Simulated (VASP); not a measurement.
Set up this calculation in VASP 6.6.1, as the native input.

- Task: relaxation of cell and atoms
- Functional: PBE
- Potentials or basis: VASP PAW PBE potentials, release 64 (Y_sv, B)
- Cutoff: 600 eV
- k mesh: 15 × 15 × 15
- Occupations: gaussian, width 0.1 eV
- Spin: no spin polarisation
- Dipole correction: no
- Further INCAR settings: ALGO = Normal; EDIFF = 1e-06; IBRION = 2; EDIFFG = -0.005; NSW = 100; ISIF = 3

The structure of YB lies in POSCAR:

```
YB
1.0
    1.8058479147      1.0426067797      3.3744950971
   -1.8058479147      1.0426067797      3.3744950971
    0.0000000000     -2.0852135593      3.3744950971
Y B
1 1
Direct
    0.5000000000      0.5000000000      0.5000000000
    0.0000000000      0.0000000000      0.0000000000
```

The input as run:

INCAR

```
SYSTEM = YB
PREC = Accurate ; ENCUT = 600
EDIFF = 1E-6 ; ISMEAR = 0
SIGMA = 0.1 ; LREAL = .False.
LASPH = .True. ; NELM = 100
ALGO = Normal ; ISIF = 3
LWAVE = .False. ; LCHARG = .False.
GGA = PE ; IBRION = 2
NSW = 100 ; EDIFFG = -0.005
```

KPOINTS

```
regular mesh
0
Gamma
  15 15 15
  0 0 0
```

Potentials or basis: VASP PAW PBE potentials, release 64 (Y_sv, B).

Command:

```console
$ cat potpaw_PBE.64/Y_sv/POTCAR potpaw_PBE.64/B/POTCAR > POTCAR
$ mpirun -np 1 vasp_std > vasp.out
```

Results of the run:

| Quantity | Value |
| --- | --- |
| Relaxed volume | 19.03 Å³/atom |
| Relaxed cell | a = 3.965 Å, b = 3.965 Å, c = 3.965 Å, α = 54.15°, β = 54.15°, γ = 54.15° |
| Space group after relaxing (to 0.05 Å) | R-3m (No. 166) |
| Energy gained by relaxing | 0.0 meV/atom |
| Ionic steps | 6 |
| Pressure after relaxing | 0.0 GPa |
| Band gap on the k mesh | zero (band 7 reaches 5.28 eV, above the bottom of band 8 at 2.39 eV) |

Run time: 5.4 min on 1 thread of Intel(R) Xeon(R) Platinum 8259CL CPU @ 2.50GHz (Skylake/Cascade Lake), with other jobs on the host, peak memory 0.39 GiB.
